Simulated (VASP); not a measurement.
Set up this calculation in VASP 6.6.1, as the native input.

* Task: single point
* Functional: PBE
* Potentials or basis: VASP PAW PBE potentials, release 64 (Os, Se)
* Cutoff: 520 eV
* k mesh: 10 × 10 × 10
* Occupations: gaussian, width 0.05 eV
* Spin: collinear spin
* Starting moments: [0.05, 0.0] μB
* Dipole correction: no
* Further INCAR settings: ALGO = Normal; EDIFF = 1e-07; NBANDS = 18

The structure of OsSe lies in POSCAR:

```
OsSe
1.0
    0.0000000000      2.7174126929      2.7174126929
    2.7174126929      0.0000000000      2.7174126929
    2.7174126929      2.7174126929      0.0000000000
Os Se
1 1
Direct
    0.0000000000      0.0000000000      0.0000000000
    0.2500000000      0.2500000000      0.2500000000
```

One way to write it, as run:

INCAR

```
  ALGO = Normal
  EDIFF = 1E-7
  ENCUT = 520
  GGA = PE
  ISIF = 2
  ISMEAR = 0
  ISPIN = 2
  LASPH = T
  LCHARG = T
  LELF = T
  LMAXMIX = 4
  LORBIT = 11
  LREAL = F
  LVHAR = T
  LWAVE = F
  MAGMOM = 0.05 0
  NBANDS = 18
  NELM = 150
  PREC = Accurate
  SIGMA = 0.05
```

KPOINTS

```
k-points
0
Gamma
  10 10 10
```

Potentials or basis: VASP PAW PBE potentials, release 64 (Os, Se).

Run with:

```sh
$ cat potpaw_PBE.64/Os/POTCAR potpaw_PBE.64/Se/POTCAR > POTCAR
$ mpirun -np 1 vasp_std > vasp.out
```

It gave:

```yaml
Pressure: 7.3 GPa
Band_gap_on_the_k_mesh: zero (filled and empty bands overlap)
Net_moment: 0.00 μB per cell
Valence_electrons_inside_the_program's_atomic_spheres: Os 7.40; Se 3.98
```

Caveat: the cell stands under pressure; spin-orbit coupling is left out, which moves the levels of the heavy elements.

It took 2.2 min on 1 thread of AMD EPYC 7R13, with other jobs on the host, peak memory 0.19 GiB.
